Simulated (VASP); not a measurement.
# GaP (F-43m) in VASP: a series of runs

The runs below take GaP through single point, with r2SCAN.

Program: VASP 6.6.1. These are calculated values, not measurements. Logs are shortened: lines on timing, memory, paths and dates and some standing lists are left out, and cuts for length are marked.

**Measured values to compare with.**

“Stacking defects in GaP nanowires: Electronic structure and optical properties”, 2018, arxiv:1810.01194 quotes, for a bulk crystal of GaP at 10 K: band gap 2.34 eV (indirect).

How close the calculation comes is told below.

### Step 1. The cell of the first run

The structure is cubic, space group F-43m (No. 216). Conventional cell: a = 5.340 Å, b = 5.340 Å, c = 5.340 Å, α = 90.00°, β = 90.00°, γ = 90.00°. Ga (site symmetry -43m) has 4 P at 2.31 Å within 3.1 Å. P (site symmetry -43m) has 4 Ga at 2.31 Å within 3.1 Å.

### Step 2. Single point, r2SCAN

Input file POSCAR:

```
GaP
1.0
    0.0000000000      2.6700725400      2.6700725400
    2.6700725400      0.0000000000      2.6700725400
    2.6700725400      2.6700725400      0.0000000000
Ga P
1 1
Direct
    0.0000000000      0.0000000000      0.0000000000
    0.2500000000      0.2500000000      0.2500000000
```

Input file INCAR.step1:

```
SYSTEM = GaP
PREC = Accurate
ENCUT = 520
ISMEAR = -1
SIGMA = 0.02
LREAL = .FALSE.
LASPH = .TRUE.
NELM = 100
NBANDS = 16
GGA = PE
ALGO = Normal
EDIFF = 1E-4
LWAVE = .TRUE.
LCHARG = .FALSE.
```

Input file INCAR.step2:

```
SYSTEM = GaP
PREC = Accurate
ENCUT = 520
EDIFF = 1E-7
ISMEAR = -1
SIGMA = 0.02
LREAL = .FALSE.
LASPH = .TRUE.
NELM = 100
ALGO = Normal
ISIF = 2
LWAVE = .FALSE.
LCHARG = .TRUE.
METAGGA = R2SCAN
LMIXTAU = .TRUE.
LELF = .TRUE.
LVHAR = .TRUE.
NBANDS = 16
ISTART = 1
```

Input file KPOINTS:

```
regular mesh
0
G
  10 10 10
  0 0 0
```

Potentials or basis: VASP PAW PBE potentials, release 64 (Ga_d, P).

On the command line:

```console
> cat potpaw_PBE.64/Ga_d/POTCAR potpaw_PBE.64/P/POTCAR > POTCAR
> cp INCAR.step1 INCAR
> mpirun -np 1 vasp_std > vasp.out
> cp INCAR.step2 INCAR
> mpirun -np 1 vasp_std > vasp.out
```

OUTCAR:

```text
SYSTEM = GaP
   PREC = Accurate
   ENCUT = 520
   EDIFF = 1E-7
   ISMEAR = -1
   LREAL = .FALSE.
   LASPH = .TRUE.
   NELM = 100
   ISIF = 2
   METAGGA = R2SCAN
   ISTART = 1

 ion  position               nearest neighbor table
   1  0.000  0.000  0.000-   2 2.31   2 2.31   2 2.31   2 2.31
   2  0.250  0.250  0.250-   1 2.31   1 2.31   1 2.31   1 2.31

  LATTYP: Found a face centered cubic cell.
 ALAT       =     5.3401450800

  Lattice vectors:

 A1 = (   0.0000000000,   2.6700725400,   2.6700725400)
 A2 = (   2.6700725400,   0.0000000000,   2.6700725400)
 A3 = (   2.6700725400,   2.6700725400,   0.0000000000)

Analysis of symmetry for initial positions (statically):
=====================================================================
 Subroutine PRICEL returns:
 Original cell was already a primitive cell.

 Routine SETGRP: Setting up the symmetry group for a
 face centered cubic supercell.

 Subroutine GETGRP returns: Found 24 space group operations
 (whereof 24 operations were pure point group operations)
 out of a pool of 48 trial point group operations.

The static configuration has the point symmetry T_d .

Analysis of symmetry for dynamics (positions and initial velocities):
=====================================================================
 Subroutine PRICEL returns:
 Original cell was already a primitive cell.

 Routine SETGRP: Setting up the symmetry group for a
 face centered cubic supercell.

 Subroutine GETGRP returns: Found 24 space group operations
 (whereof 24 operations were pure point group operations)
 out of a pool of 48 trial point group operations.

The dynamic configuration has the point symmetry T_d .

 Subroutine INISYM returns: Found 24 space group operations
 (whereof 24 operations are pure point group operations),
 and found     1 'primitive' translations

----------------------------------------------------------------------------------------

                                     Primitive cell

  volume of cell :      38.0714

  direct lattice vectors                    reciprocal lattice vectors
     0.000000000  2.670072540  2.670072540    -0.187260830  0.187260830  0.187260830
     2.670072540  0.000000000  2.670072540     0.187260830 -0.187260830  0.187260830
     2.670072540  2.670072540  0.000000000     0.187260830  0.187260830 -0.187260830

[... 79 lines left out ...]
   LSORBIT =      F    spin-orbit coupling
   LASPH  =      T    aspherical Exc in radial PAW
   ENCUT  =  520.0 eV  38.22 Ry    6.18 a.u.   7.02  7.02  7.02*2*pi/ulx,y,z
   NELM   =    100;   NELMIN=  2; NELMDL=  0     # of ELM steps
   EDIFF  = 0.1E-06   stopping-criterion for ELM
   LREAL  =      F    real-space projection
   EDIFFG = 0.1E-05   stopping-criterion for IOM
   NSW    =      0    number of steps for IOM
   IBRION =     -1    ionic relax: 0-MD 1-quasi-New 2-CG
   NFREE  =      0    steps in history (QN), initial steepest desc. (CG)
   ISIF   =      2    stress and relaxation
   ISYM   =      2    0-nonsym 1-usesym 2-fastsym
   POTIM  = 0.5000    time-step for ionic-motion
   TEBEG  =    0.0;   TEEND  =   0.0 temperature during run
   PSTRESS=    0.0 pullay stress
   NELECT =      18.0000    total number of electrons
   NUPDOWN=      -1.0000    fix difference up-down
   EMIN   =  10.00;   EMAX   =-10.00  energy-range for DOS
   EFERMI =   0.00;   METHOD = LEGACY
   ISMEAR =    -1;   SIGMA  =   0.02  broadening in eV -4-tet -1-fermi 0-gaus
   EFERMI_NEDOS =   21; number of points for ismear=-14 and -15
   IALGO  =     38    algorithm
   IMIX   =      4    mixing-type and parameters
     AMIX     =   0.40;   BMIX     =  1.00
     AMIX_MAG =   1.60;   BMIX_MAG =  1.00
  volume/ion in A,a.u.               =      19.04       128.46
  Fermi-wavevector in a.u.,A,eV,Ry     =   1.275359  2.410080 22.130444  1.626542
  Thomas-Fermi vector in A             =   2.408076
   LORBIT       =      0    0 simple, 1 ext, 2 COOP (PROOUT), +10 PAW based schemes
   METAGGA = R2SCAN    functional components
   LHFCALC =     F    Hartree Fock is set to
   AEXX    =    0.0000 exact exchange contribution
   IVDW    =     0    specifies the selected vdW correction
   LEPSILON=     F    determine dielectric tensor
   LRPA    =     F    only Hartree local field effects (RPA)
 non-spin polarized calculation
  energy-cutoff  :      520.00
  volume of cell :       38.07
 maximum number of plane-waves:      1034
   NGX = 13   NGY = 13   NGZ = 13

 number of electron      17.9999984 magnetization

 Free energy of the ion-electron system (eV)
  ---------------------------------------------------
  ext. energy  EPLUGINS =         0.00000000
  ---------------------------------------------------
  free energy    TOTEN  =       -21.42059037 eV

  energy without entropy =      -21.42059037  energy(sigma->0) =      -21.42059037

 E-fermi :   5.5230     XC(G=0): -10.8528

 val. band max:        5.1148391376   @ k =   0.0000   0.0000   0.0000
 cond. band min:       6.8703334837   @ k =   0.4000   0.4000   0.0000
 fundamental gap:      1.7554943461
 Fermi energy:         5.5229615049

 k-point     1 :       0.0000    0.0000    0.0000
  band No.  band energies     occupation
      1      -9.9916      2.00000
      2      -9.9916      2.00000
      3      -9.9916      2.00000
      4      -9.8561      2.00000
      5      -9.8561      2.00000
      6      -8.4029      2.00000
[... 433 lines left out ...]
      3      -9.9261      2.00000
      4      -9.8897      2.00000
      5      -9.8345      2.00000
      6      -6.1533      2.00000
[... 8 lines left out ...]
     15      17.6699      0.00000
     16      20.1624      0.00000

 [... further k-points ...]

------------------------ aborting loop because EDIFF is reached ----------------------------------------

  FORCE on cell =-STRESS in cart. coord.  units (eV):
  Direction    XX          YY          ZZ          XY          YZ          ZX
  --------------------------------------------------------------------------------------
  -------------------------------------------------------------------------------------
  Total        1.4648064      1.4648064      1.4648064     -0.0000000      0.0000000      0.0000000
  in kB       61.6441161     61.6441161     61.6441161     -0.0000000      0.0000000      0.0000000
  external PRESSURE =      61.6441161 kB  Pullay stress =       0.0000000 kB

 VOLUME and BASIS-vectors are now :
 -----------------------------------------------------------------------------
  energy-cutoff  :      520.00
  volume of cell :       38.07
      direct lattice vectors                 reciprocal lattice vectors
     0.000000000  2.670072540  2.670072540    -0.187260830  0.187260830  0.187260830
     2.670072540  0.000000000  2.670072540     0.187260830 -0.187260830  0.187260830
     2.670072540  2.670072540  0.000000000     0.187260830  0.187260830 -0.187260830

 POSITION                                       TOTAL-FORCE (eV/Angst)
 -----------------------------------------------------------------------------------
      0.00000      0.00000      0.00000        -0.000000     -0.000000     -0.000000
      1.33504      1.33504      1.33504         0.000000      0.000000      0.000000
 -----------------------------------------------------------------------------------
    total drift:                                0.000007      0.000007      0.000007

  FREE ENERGIE OF THE ION-ELECTRON SYSTEM (eV)
  ---------------------------------------------------
  free  energy   TOTEN  =       -21.4205903666 eV

  energy  without entropy=      -21.4205903666  energy(sigma->0) =      -21.42059037
```

OUTCAR.step1:

```text
SYSTEM = GaP
   PREC = Accurate
   ENCUT = 520
   ISMEAR = -1
   LREAL = .FALSE.
   LASPH = .TRUE.
[... 676 lines left out ...]
      0.00000      0.00000      0.00000         0.000000      0.000000      0.000000
      1.33504      1.33504      1.33504        -0.000000     -0.000000     -0.000000
 -----------------------------------------------------------------------------------
    total drift:                                0.000003      0.000003      0.000003

  FREE ENERGIE OF THE ION-ELECTRON SYSTEM (eV)
  ---------------------------------------------------
  free  energy   TOTEN  =        -9.0370372314 eV

  energy  without entropy=       -9.0370372314  energy(sigma->0) =       -9.03703723
```

OSZICAR.step1:

```text
N       E                     dE             d eps       ncg     rms          rms(c)
DAV:   1     0.786027459132E+02    0.78603E+02   -0.90288E+03  1624   0.165E+03
DAV:   2    -0.343967119216E+01   -0.82042E+02   -0.78058E+02  1744   0.310E+02
DAV:   3    -0.923408167558E+01   -0.57944E+01   -0.57772E+01  1888   0.638E+01
DAV:   4    -0.932358182559E+01   -0.89500E-01   -0.89483E-01  1912   0.854E+00
DAV:   5    -0.932521251789E+01   -0.16307E-02   -0.16307E-02  1896   0.996E-01    0.456E+00
DAV:   6    -0.906870252282E+01    0.25651E+00   -0.38148E-01  2344   0.113E+01    0.306E+00
DAV:   7    -0.903638344837E+01    0.32319E-01   -0.10763E-01  1944   0.231E+00    0.118E+00
DAV:   8    -0.903659418825E+01   -0.21074E-03   -0.14041E-02  1784   0.145E+00    0.253E-01
DAV:   9    -0.903698235121E+01   -0.38816E-03   -0.13429E-03  1912   0.476E-01    0.745E-02
DAV:  10    -0.903703723144E+01   -0.54880E-04   -0.86293E-05  1536   0.134E-01
   1 F= -.90370372E+01 E0= -.90370372E+01  d E =-.790580E-11
```

Wall time 99 s (1 thread of Intel Xeon 6975P-C (Granite Rapids), shared host); peak memory 0.16 GiB.

Results:

* Free energy: -21.4206 eV
* Pressure: 6.2 GPa
* Band gap on the k mesh: 1.76 eV, indirect (least direct gap 2.89 eV)

Caveat: the PAW data sets were made with another functional, which shifts forces and pressure a little. A k mesh can miss the band edges.

### Step 3. Single point, r2SCAN

This run uses another cell than the first one, of 19.44 Å³/atom, 1.021 times its volume.

Input file POSCAR:

```
GaP
1.0
    0.0000000000      2.6888764900      2.6888764900
    2.6888764900      0.0000000000      2.6888764900
    2.6888764900      2.6888764900      0.0000000000
Ga P
1 1
Direct
    0.0000000000      0.0000000000      0.0000000000
    0.2500000000      0.2500000000      0.2500000000
```

Input file INCAR.step1:

```
PREC = Accurate
ENCUT = 520
ISMEAR = -1
SIGMA = 0.02
LREAL = False
LASPH = True
NELM = 60
NBANDS = 16
GGA = PE
ALGO = Normal
EDIFF = 1E-4
LWAVE = True
LCHARG = False
```

Input file INCAR.step2:

```
PREC = Accurate
ENCUT = 520
EDIFF = 1E-6
ISMEAR = -1
SIGMA = 0.02
LREAL = False
LASPH = True
NELM = 60
ALGO = Normal
ISIF = 2
LWAVE = False
LCHARG = True
METAGGA = R2SCAN
LMIXTAU = True
LELF = True
LVHAR = True
NBANDS = 16
ISTART = 1
```

Input file KPOINTS:

```
Automatic mesh
0
Gamma
  10 10 10
```

Potentials or basis: VASP PAW PBE potentials, release 64 (Ga_d, P).

On the command line:

```console
> cat potpaw_PBE.64/Ga_d/POTCAR potpaw_PBE.64/P/POTCAR > POTCAR
> cp INCAR.step1 INCAR
> mpirun -np 1 vasp_std > vasp.out
> cp INCAR.step2 INCAR
> mpirun -np 1 vasp_std > vasp.out
```

Wall time 78 s (1 thread of Intel Xeon 6975P-C (Granite Rapids), shared host); peak memory 0.18 GiB.

The run converged. Its results:

| Quantity | Value |
| --- | --- |
| Free energy | -21.4459 eV |
| Pressure | 3.9 GPa |
| Band gap on the k mesh | 1.80 eV, indirect (least direct gap 2.70 eV) |

Levels at points of the mesh, in eV from the valence-band top:
```tsv
k point	band 6	band 7	band 8	band 9	band 10	band 11	band 12	band 13
(0.00, 0.00, 0.00)	-13.34	0.00	0.00	0.00	2.70	4.18	4.18	4.18
(0.50, 0.00, 0.00)	-11.04	-7.09	-1.23	-1.23	2.17	5.04	5.04	8.92
(0.50, 0.50, 0.00)	-10.05	-7.16	-2.95	-2.95	1.83	2.06	11.67	11.67
```

Caveat: the PAW data sets were made with another functional, which shifts forces and pressure a little. A k mesh can miss the band edges.

### Step 4. Single point, r2SCAN

This run uses another cell than the first one, of 19.85 Å³/atom, 1.043 times its volume.

Input file POSCAR:

```
GaP
1.0
    0.0000000000      2.7074210500      2.7074210500
    2.7074210500      0.0000000000      2.7074210500
    2.7074210500      2.7074210500      0.0000000000
Ga P
1 1
Direct
    0.0000000000      0.0000000000      0.0000000000
    0.2500000000      0.2500000000      0.2500000000
```

Input file INCAR.step1:

```
  PREC = Accurate
  ENCUT = 520
  ISMEAR = -1
  SIGMA = 0.02
  LREAL = False
  LASPH = True
  NELM = 100
  NBANDS = 16
  GGA = PE
  ALGO = Normal
  EDIFF = 1E-4
  LWAVE = True
  LCHARG = False
```

Input file INCAR.step2:

```
  PREC = Accurate
  ENCUT = 520
  EDIFF = 1E-6
  ISMEAR = -1
  SIGMA = 0.02
  LREAL = False
  LASPH = True
  NELM = 100
  ALGO = Normal
  ISIF = 2
  LWAVE = False
  LCHARG = True
  METAGGA = R2SCAN
  LMIXTAU = True
  LELF = True
  LVHAR = True
  NBANDS = 16
  ISTART = 1
```

KPOINTS is that of step 3.

On the command line:

```console
> cat potpaw_PBE.64/Ga_d/POTCAR potpaw_PBE.64/P/POTCAR > POTCAR
> cp INCAR.step1 INCAR
> mpirun -np 1 vasp_std > vasp.out
> cp INCAR.step2 INCAR
> mpirun -np 1 vasp_std > vasp.out
```

It took 78 s on 1 thread of Intel Xeon 6975P-C (Granite Rapids), shared host; peak memory 0.18 GiB.

The run converged. Its results:

* Free energy: -21.4601 eV
* Pressure: 1.8 GPa
* Band gap on the k mesh: 1.83 eV, indirect (least direct gap 2.52 eV)

Levels at points of the mesh, in eV from the valence-band top:
```
           k point  band 6  band 7  band 8  band 9  band 10  band 11  band 12  band 13
(0.00, 0.00, 0.00)  -13.18    0.00    0.00    0.00     2.52     4.18     4.18     4.18
(0.50, 0.00, 0.00)  -10.95   -6.96   -1.20   -1.20     2.10     5.05     5.05     8.88
(0.50, 0.50, 0.00)   -9.98   -7.05   -2.87   -2.87     1.87     2.08    11.51    11.51
```

Caveat: the PAW data sets were made with another functional, which shifts forces and pressure a little.

### Step 5. Overview

| cell | gap on the mesh (eV) | pressure (GPa) |
| --- | --- | --- |
| a = 3.776 Å, angles 60.0°, 2 atoms | 1.76 | 6.2 |
| a = 3.803 Å, angles 60.0°, 2 atoms | 1.80 | 3.9 |
| a = 3.829 Å, angles 60.0°, 2 atoms | 1.83 | 1.8 |

Alike in all rows: task single point; level r2SCAN; potentials or basis VASP PAW PBE potentials, release 64 (Ga_d, P); no spin polarisation; k mesh 10 × 10 × 10; cutoff (eV) 520; smearing fermi-dirac 0.02 eV.

Caveats: the PAW data sets were made with another functional, which shifts forces and pressure a little.

Absolute energies hang on the potentials; compare differences alone.

### Step 6. Against experiment

Step 4. Against the measured gap of GaP, 2.34 eV (indirect; 10 K; quoted in “Stacking defects in GaP nanowires: Electronic structure and optical properties”, 2018, arxiv:1810.01194), the calculated 1.83 eV is off by -0.51 eV. Spin-orbit coupling on Ga is left out. The value is that of r2SCAN on a finite k mesh, which can miss the band edges, without temperature or zero-point motion.
